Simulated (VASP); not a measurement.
# Au (Im-3m) in VASP: settings compared

The runs below take Au through single point, relaxation of cell and atoms, with LDA, BLYP.

Program: VASP 6.6.1. These are calculated values, not measurements. Logs are shortened: lines on timing, memory, paths and dates and some standing lists are left out, and cuts for length are marked.

### Step 1. The cell of the first run

Symmetry: Im-3m, No. 229, cubic system. Conventional cell: a = 3.216 Å, b = 3.216 Å, c = 3.216 Å, α = 90.00°, β = 90.00°, γ = 90.00°. Au (site symmetry m-3m) has 14 Au at 2.79 to 3.22 Å within 3.7 Å.

This isn't the form of Au at room conditions, which is fcc.

### Step 2. Single point, LDA

Contents of INCAR:

```
PREC     = Accurate       # precision mode
ENCUT    = 540            # plane-wave cutoff, eV
EDIFF    = 1E-6           # SCF threshold, eV
ISMEAR   = -1             # smearing method
SIGMA    = 0.05           # smearing width, eV
LREAL    = F              # projectors in reciprocal space
LASPH    = T              # aspherical terms in the spheres
NELM     = 120            # most SCF steps
ALGO     = Normal         # electronic algorithm
ISIF     = 2              # what is computed and relaxed
LWAVE    = F              # write WAVECAR
LCHARG   = T              # write CHGCAR
GGA      = CA             # functional
LELF     = T              # ELF
LVHAR    = T            
NBANDS   = 16             # bands
GGA_COMPAT= F
```

Contents of KPOINTS:

```
Automatic mesh
0
Gamma
  11 11 11
```

Contents of POSCAR:

```
Au
1.0
   -1.6082417595      1.6082417595      1.6082417595
    1.6082417595     -1.6082417595      1.6082417595
    1.6082417595      1.6082417595     -1.6082417595
Au
1
Direct
    0.0000000000      0.0000000000      0.0000000000
```

Potentials or basis: VASP PAW LDA potentials, release 64 (Au_sv_GW).

Started as:

```
$ cat potpaw_LDA.64/Au_sv_GW/POTCAR > POTCAR
$ mpirun -np 1 vasp_std > vasp.out
```

OUTCAR:

```text
PREC = Accurate
   ENCUT = 540
   EDIFF = 1E-6
   ISMEAR = -1
   LREAL = F
   LASPH = T
   NELM = 120
   ISIF = 2
   GGA = CA

 ion  position               nearest neighbor table
   1  0.000  0.000  0.000-

  LATTYP: Found a body centered cubic cell.
 ALAT       =     3.2164835190

  Lattice vectors:

 A1 = (  -1.6082417595,   1.6082417595,   1.6082417595)
 A2 = (   1.6082417595,  -1.6082417595,   1.6082417595)
 A3 = (   1.6082417595,   1.6082417595,  -1.6082417595)

Analysis of symmetry for initial positions (statically):
=====================================================================
 Subroutine PRICEL returns:
 Original cell was already a primitive cell.

 Routine SETGRP: Setting up the symmetry group for a
 body centered cubic supercell.

 Subroutine GETGRP returns: Found 48 space group operations
 (whereof 48 operations were pure point group operations)
 out of a pool of 48 trial point group operations.

The static configuration has the point symmetry O_h .

Analysis of symmetry for dynamics (positions and initial velocities):
=====================================================================
 Subroutine PRICEL returns:
 Original cell was already a primitive cell.

 Routine SETGRP: Setting up the symmetry group for a
 body centered cubic supercell.

 Subroutine GETGRP returns: Found 48 space group operations
 (whereof 48 operations were pure point group operations)
 out of a pool of 48 trial point group operations.

The dynamic configuration has the point symmetry O_h .

 Subroutine INISYM returns: Found 48 space group operations
 (whereof 48 operations are pure point group operations),
 and found     1 'primitive' translations

----------------------------------------------------------------------------------------

                                     Primitive cell

  volume of cell :      16.6385

  direct lattice vectors                    reciprocal lattice vectors
    -1.608241760  1.608241760  1.608241760     0.000000000  0.310898531  0.310898531
     1.608241760 -1.608241760  1.608241760     0.310898531  0.000000000  0.310898531
     1.608241760  1.608241760 -1.608241760     0.310898531  0.310898531  0.000000000

  length of vectors
     2.785556438  2.785556438  2.785556438     0.439676919  0.439676919  0.439676919

  position of ions in fractional coordinates (direct lattice)
     0.000000000  0.000000000  0.000000000

  ion indices of the primitive-cell ions
   primitive index   ion index
                 1           1

----------------------------------------------------------------------------------------

 KPOINTS: Automatic mesh

Automatic generation of k-mesh.
 Grid dimensions read from file:
 generate k-points for:   11   11   11

 Generating k-lattice:

  Cartesian coordinates                     Fractional coordinates (reciprocal lattice)
     0.000000000  0.028263503  0.028263503     0.090909091  0.000000000  0.000000000
     0.028263503  0.000000000  0.028263503     0.000000000  0.090909091  0.000000000
     0.028263503  0.028263503  0.000000000     0.000000000  0.000000000  0.090909091

  Length of vectors
     0.039970629  0.039970629  0.039970629

  Shift w.r.t. Gamma in fractional coordinates (k-lattice)
     0.000000000  0.000000000  0.000000000

 Subroutine IBZKPT returns following result:
 ===========================================

 Found     56 irreducible k-points:

 Following reciprocal coordinates:
            Coordinates               Weight
  0.000000  0.000000  0.000000      1.000000
  0.090909  0.000000  0.000000     12.000000
  0.181818  0.000000  0.000000     12.000000
  0.272727  0.000000  0.000000     12.000000
  0.363636  0.000000  0.000000     12.000000
  0.454545  0.000000  0.000000     12.000000
[... 16 lines left out ...]
  0.272727  0.181818  0.090909     48.000000
  0.363636  0.181818  0.090909     24.000000
 [... further k-points ...]
   k-points           NKPTS =     56   k-points in BZ     NKDIM =     56   number of bands    NBANDS=     16
   number of dos      NEDOS =    301   number of ions     NIONS =      1
   total plane-waves  NPLWV =  13824
   dimension x,y,z NGX =    24 NGY =   24 NGZ =   24
   dimension x,y,z NGXF=    48 NGYF=   48 NGZF=   48
   ions per type =               1
   NGX,Y,Z   is equivalent  to a cutoff of  14.32, 14.32, 14.32 a.u.
   NGXF,Y,Z  is equivalent  to a cutoff of  28.65, 28.65, 28.65 a.u.
 SYSTEM =  unknown system
   PREC   = accura    normal or accurate (medium, high low for compatibility)
   ISTART =      0    job   : 0-new  1-cont  2-samecut
   ICHARG =      2    charge: 1-file 2-atom 10-const
   ISPIN  =      1    spin polarized calculation?
   LNONCOLLINEAR =      F non collinear calculations
   LSORBIT =      F    spin-orbit coupling
   LASPH  =      T    aspherical Exc in radial PAW
   ENCUT  =  540.0 eV  39.69 Ry    6.30 a.u.   5.28  5.28  5.28*2*pi/ulx,y,z
   NELM   =    120;   NELMIN=  2; NELMDL= -5     # of ELM steps
[... 107 lines left out ...]
      3     -47.9536      2.00000
      4     -47.8756      2.00000
      5       1.3982      2.00000
      6       2.9145      2.00000
[... 8 lines left out ...]
     15      30.3823      0.00000
     16      33.1747      0.00000

 k-point     6 :       0.4545    0.0000    0.0000
  band No.  band energies     occupation
      1     -96.3676      2.00000
      2     -48.1247      2.00000
      3     -47.9676      2.00000
      4     -47.8753      2.00000
      5       1.4091      2.00000
      6       2.7552      2.00000
[... 8 lines left out ...]
     15      31.4199      0.00000
     16      32.0556      0.00000

 k-point     7 :       0.0909    0.0909    0.0000
  band No.  band energies     occupation
      1     -96.3793      2.00000
      2     -47.9358      2.00000
      3     -47.8926      2.00000
      4     -47.8825      2.00000
      5      -0.3454      2.00000
      6       3.6699      2.00000
[... 8 lines left out ...]
     15      30.2096      0.00000
     16      31.7621      0.00000

 k-point     8 :       0.1818    0.0909    0.0000
  band No.  band energies     occupation
      1     -96.3755      2.00000
      2     -47.9952      2.00000
      3     -47.9156      2.00000
      4     -47.8840      2.00000
      5       0.6573      2.00000
      6       3.3950      2.00000
[... 8 lines left out ...]
     15      30.5561      0.00000
     16      31.7912      0.00000

 k-point     9 :       0.2727    0.0909    0.0000
  band No.  band energies     occupation
      1     -96.3713      2.00000
      2     -48.0582      2.00000
      3     -47.9439      2.00000
      4     -47.8838      2.00000
      5       1.4687      2.00000
      6       3.0896      2.00000
[... 8 lines left out ...]
     15      31.5764      0.00000
     16      32.2813      0.00000
[... 172 lines left out ...]
 k-point    19 :       0.2727    0.0909    0.0909
  band No.  band energies     occupation
      1     -96.3693      2.00000
      2     -48.0834      2.00000
      3     -47.9540      2.00000
      4     -47.8944      2.00000
      5       1.9373      2.00000
      6       2.8990      2.00000
[... 8 lines left out ...]
     15      33.3931      0.00000
     16      33.6261      0.00000

 k-point    20 :       0.3636    0.0909    0.0909
  band No.  band energies     occupation
      1     -96.3673      2.00000
      2     -48.1060      2.00000
      3     -47.9757      2.00000
      4     -47.8948      2.00000
      5       1.8988      2.00000
      6       2.7684      2.00000
[... 8 lines left out ...]
     15      32.5684      0.00000
     16      33.3434      0.00000

 k-point    21 :      -0.0909    0.0909    0.0909
  band No.  band energies     occupation
      1     -96.3803      2.00000
      2     -47.9024      2.00000
      3     -47.8922      2.00000
      4     -47.8922      2.00000
      5      -0.6274      2.00000
      6       3.9116      2.00000
[... 8 lines left out ...]
     15      31.8554      0.00000
     16      31.8554      0.00000

 k-point    22 :       0.1818    0.1818    0.0909
  band No.  band energies     occupation
      1     -96.3698      2.00000
      2     -48.0728      2.00000
      3     -47.9413      2.00000
      4     -47.9090      2.00000
      5       2.3211      2.00000
      6       3.1253      2.00000
[... 8 lines left out ...]
     15      34.0450      0.00000
     16      35.2761      0.00000

 k-point    23 :       0.2727    0.1818    0.0909
  band No.  band energies     occupation
      1     -96.3675      2.00000
      2     -48.0842      2.00000
      3     -47.9758      2.00000
      4     -47.9143      2.00000
      5       2.4033      2.00000
      6       2.9785      2.00000
[... 8 lines left out ...]
     15      33.2221      0.00000
     16      35.0955      0.00000

 k-point    24 :       0.3636    0.1818    0.0909
  band No.  band energies     occupation
      1     -96.3667      2.00000
      2     -48.0836      2.00000
      3     -47.9937      2.00000
      4     -47.9154      2.00000
      5       2.3553      2.00000
      6       2.9231      2.00000
[... 8 lines left out ...]
     15      32.6734      0.00000
     16      35.1220      0.00000

 [... further k-points ...]

------------------------ aborting loop because EDIFF is reached ----------------------------------------

  FORCE on cell =-STRESS in cart. coord.  units (eV):
  Direction    XX          YY          ZZ          XY          YZ          ZX
  --------------------------------------------------------------------------------------
  -------------------------------------------------------------------------------------
  Total        0.0279202      0.0279202      0.0279202      0.0000000      0.0000000      0.0000000
  in kB        2.6885319      2.6885319      2.6885319      0.0000000      0.0000000      0.0000000
  external PRESSURE =       2.6885319 kB  Pullay stress =       0.0000000 kB

 VOLUME and BASIS-vectors are now :
 -----------------------------------------------------------------------------
  energy-cutoff  :      540.00
  volume of cell :       16.64
      direct lattice vectors                 reciprocal lattice vectors
    -1.608241760  1.608241760  1.608241760     0.000000000  0.310898531  0.310898531
     1.608241760 -1.608241760  1.608241760     0.310898531  0.000000000  0.310898531
     1.608241760  1.608241760 -1.608241760     0.310898531  0.310898531  0.000000000

 POSITION                                       TOTAL-FORCE (eV/Angst)
 -----------------------------------------------------------------------------------
      0.00000      0.00000      0.00000        -0.000000      0.000000     -0.000000
 -----------------------------------------------------------------------------------
    total drift:                                0.000000      0.000000      0.000000

  FREE ENERGIE OF THE ION-ELECTRON SYSTEM (eV)
  ---------------------------------------------------
  free  energy   TOTEN  =        -3.7594705540 eV

  energy  without entropy=       -3.7544381474  energy(sigma->0) =       -3.75695435
```

Run time: 16 s. Hardware: 1 thread of Intel Xeon Platinum 8259CL at 2.50GHz (Skylake/Cascade Lake), shared host; peak memory 0.14 GiB.

Results:

```
Free energy            : -3.7595 eV
Pressure               : 0.3 GPa
Band gap on the k mesh : zero (an odd number of electrons rules out a gap without spin polarisation)
```

Levels at points of the mesh, in eV from the Fermi level:
| k point | band 7 | band 8 | band 9 | band 10 | band 11 | band 12 | band 13 | band 14 |
| --- | --- | --- | --- | --- | --- | --- | --- | --- |
| (0.00, 0.00, 0.00) | -4.87 | -4.87 | -2.83 | -2.83 | 16.62 | 16.62 | 16.62 | 24.83 |

Caveat: spin-orbit coupling is left out, which moves the levels of the heavy elements.

### Step 3. Single point, BLYP

This run uses another cell than the first one, of 18.21 Å³/atom.

Contents of INCAR:

```
PREC     = Accurate       # precision mode
ENCUT    = 540            # plane-wave cutoff, eV
EDIFF    = 1E-6           # SCF threshold, eV
ISMEAR   = -1             # smearing method
SIGMA    = 0.05           # smearing width, eV
LREAL    = False          # projectors in reciprocal space
LASPH    = True           # aspherical terms in the spheres
NELM     = 120            # most SCF steps
ALGO     = Normal         # electronic algorithm
ISIF     = 2              # what is computed and relaxed
LWAVE    = False          # write WAVECAR
LCHARG   = False          # write CHGCAR
GGA      = B5             # functional
ALDAX    = 1.0          
AGGAX    = 1.0          
AGGAC    = 1.0          
ALDAC    = 0.0          
NBANDS   = 16             # bands
GGA_COMPAT= False
```

Contents of KPOINTS:

```
regular mesh
0
Gamma
  11 11 11
```

Contents of POSCAR:

```
Au
1.0
   -1.6572690000      1.6572690000      1.6572690000
    1.6572690000     -1.6572690000      1.6572690000
    1.6572690000      1.6572690000     -1.6572690000
Au
1
Direct
    0.0000000000      0.0000000000      0.0000000000
```

Potentials or basis: VASP PAW PBE potentials, release 64 (Au_sv_GW).

Started as:

```
$ cat potpaw_PBE.64/Au_sv_GW/POTCAR > POTCAR
$ mpirun -np 1 vasp_std > vasp.out
```

Run time: 22 s. Hardware: 1 thread of Intel Xeon Platinum 8259CL at 2.50GHz (Skylake/Cascade Lake), shared host; peak memory 0.15 GiB.

It converged, with:

```yaml
Free_energy: -1.8643 eV
Pressure: 9.2 GPa
Band_gap_on_the_k_mesh: zero (an odd number of electrons rules out a gap without spin polarisation)
```

Levels at points of the mesh, in eV from the Fermi level:
```tsv
k point	band 6	band 7	band 8	band 9	band 10	band 11	band 12	band 13	band 14	band 15
(0.00, 0.00, 0.00)	-4.50	-4.50	-4.50	-2.76	-2.76	16.80	16.80	16.80	23.09	23.09
```

Caveat: the cell stands under pressure; the PAW data sets were made with another functional, which shifts forces and pressure a little; spin-orbit coupling is left out, which moves the levels of the heavy elements.

### Step 4. Relaxation of cell and atoms, BLYP

This run uses another cell than the first one, of 18.21 Å³/atom.

Contents of INCAR:

```
SYSTEM = Au
AGGAC    = 1.0          
AGGAX    = 1.0          
ALDAC    = 0.0          
ALDAX    = 1.0          
ALGO     = Normal         ! electronic algorithm
EDIFF    = 1E-7           ! SCF threshold, eV
EDIFFG   = -0.01          ! ionic threshold
ENCUT    = 540            ! plane-wave cutoff, eV
GGA      = B5             ! functional
GGA_COMPAT= .FALSE.      
IBRION   = 2              ! ionic algorithm
ISIF     = 3              ! what is computed and relaxed
ISMEAR   = -1             ! smearing method
LASPH    = .TRUE.         ! aspherical terms in the spheres
LCHARG   = .FALSE.        ! write CHGCAR
LREAL    = .FALSE.        ! projectors in reciprocal space
LWAVE    = .FALSE.        ! write WAVECAR
NELM     = 120            ! most SCF steps
NELMIN   = 4            
NSW      = 60             ! ionic steps
PREC     = Accurate       ! precision mode
SIGMA    = 0.05           ! smearing width, eV
```

Contents of KPOINTS:

```
k-points
0
G
  11 11 11
  0 0 0
```

POSCAR is that of step 3.

Started as:

```
$ cat potpaw_PBE.64/Au_sv_GW/POTCAR > POTCAR
$ mpirun -np 1 vasp_std > vasp.out
```

Wall time 79 s (1 thread of Intel Xeon Platinum 8375C at 2.90GHz (Ice Lake), shared host); peak memory 0.16 GiB.

It converged, with:

```
Free energy                           : -1.8983 eV
Relaxed volume                        : 19.47 Å³/atom
Relaxed cell                          : a = 2.935 Å, b = 2.935 Å, c = 2.935 Å, α = 109.47°, β = 109.47°, γ = 109.47°
Space group after relaxing (to 0.1 Å) : Im-3m (No. 229)
Energy gained by relaxing             : 34.0 meV/atom
Ionic steps                           : 4
Pressure after relaxing               : 0.0 GPa
Band gap on the k mesh                : zero (an odd number of electrons rules out a gap without spin polarisation)
```

Step by step:
```
step  energy change (eV)  largest force (eV/Å)  pressure (GPa)  volume (Å³)
   1              0.0000                0.0000            9.22        18.21
   2              0.0080                0.0000           -7.52        21.11
   3             -0.0340                0.0000           -0.14        19.49
   4             -0.0340                0.0000            0.02        19.47
```

Final structure:
```
CELL_PARAMETERS angstrom
-1.69460 1.69460 1.69460
1.69460 -1.69460 1.69460
1.69460 1.69460 -1.69460
ATOMIC_POSITIONS crystal
Au 0.00000 0.00000 0.00000
```

Levels at points of the mesh, in eV from the Fermi level:
| k point | band 6 | band 7 | band 8 | band 9 | band 10 | band 11 | band 12 | band 13 |
| --- | --- | --- | --- | --- | --- | --- | --- | --- |
| (0.00, 0.00, 0.00) | -4.17 | -4.17 | -4.17 | -2.61 | -2.61 | 16.75 | 16.75 | 16.75 |

Caveat: the PAW data sets were made with another functional, which shifts forces and pressure a little; spin-orbit coupling is left out, which moves the levels of the heavy elements.

### Step 5. Single point, LDA

Contents of INCAR:

```
SYSTEM = Au
PREC = Accurate ; ENCUT = 540
EDIFF = 1E-6 ; ISMEAR = -1
SIGMA = 0.05 ; LREAL = .False.
LASPH = .True. ; NELM = 120
ALGO = Normal ; ISIF = 2
LWAVE = .False. ; LCHARG = .False.
GGA = CA ; NBANDS = 16
GGA_COMPAT = .False.
```

Contents of KPOINTS:

```
regular mesh
0
Gamma
  11 11 11
  0 0 0
```

Contents of POSCAR:

```
Au
1.0
   -1.6082417593      1.6082417593      1.6082417593
    1.6082417593     -1.6082417593      1.6082417593
    1.6082417593      1.6082417593     -1.6082417593
Au
1
Direct
    0.0000000000      0.0000000000      0.0000000000
```

Potentials or basis: VASP PAW LDA potentials, release 64 (Au_sv_GW).

Started as:

```
$ cat potpaw_LDA.64/Au_sv_GW/POTCAR > POTCAR
$ mpirun -np 1 vasp_std > vasp.out
```

Wall time 9.8 s (1 thread of AMD EPYC 9R45 (Zen 5), shared host); peak memory 0.11 GiB.

Results (log left out):

- Free energy: -3.7595 eV
- Pressure: 0.3 GPa
- Band gap on the k mesh: zero (an odd number of electrons rules out a gap without spin polarisation)

Levels at points of the mesh, in eV from the Fermi level:
```csv
k point,band 8,band 9,band 10,band 11,band 12,band 13
"(0.00, 0.00, 0.00)",-4.87,-2.83,-2.83,16.62,16.62,16.62
```

Caveat: spin-orbit coupling is left out, which moves the levels of the heavy elements.

### Step 6. Overview

| task | level | potentials or basis | cell | gap on the mesh (eV) | pressure (GPa) |
| --- | --- | --- | --- | --- | --- |
| single point | LDA | VASP PAW LDA potentials, release 64 (Au_sv_GW) | a = 2.786 Å, angles 109.5°, 1 atom | none | 0.3 |
| single point | BLYP | VASP PAW PBE potentials, release 64 (Au_sv_GW) | a = 2.870 Å, angles 109.5°, 1 atom | none | 9.2 |
| relaxation of cell and atoms | BLYP | VASP PAW PBE potentials, release 64 (Au_sv_GW) | relaxed from a = 2.870 Å, angles 109.5°, 1 atom | none | 0.0 |

Alike in all rows: no spin polarisation; k mesh 11 × 11 × 11; cutoff (eV) 540; smearing fermi-dirac 0.05 eV.

Caveats: spin-orbit coupling is left out, which moves the levels of the heavy elements; the PAW data sets were made with another functional, which shifts forces and pressure a little (at least some runs); the cell stands under pressure (at least some runs).

Total energies depend on the potentials used, so only differences within one code and one set of settings carry meaning.
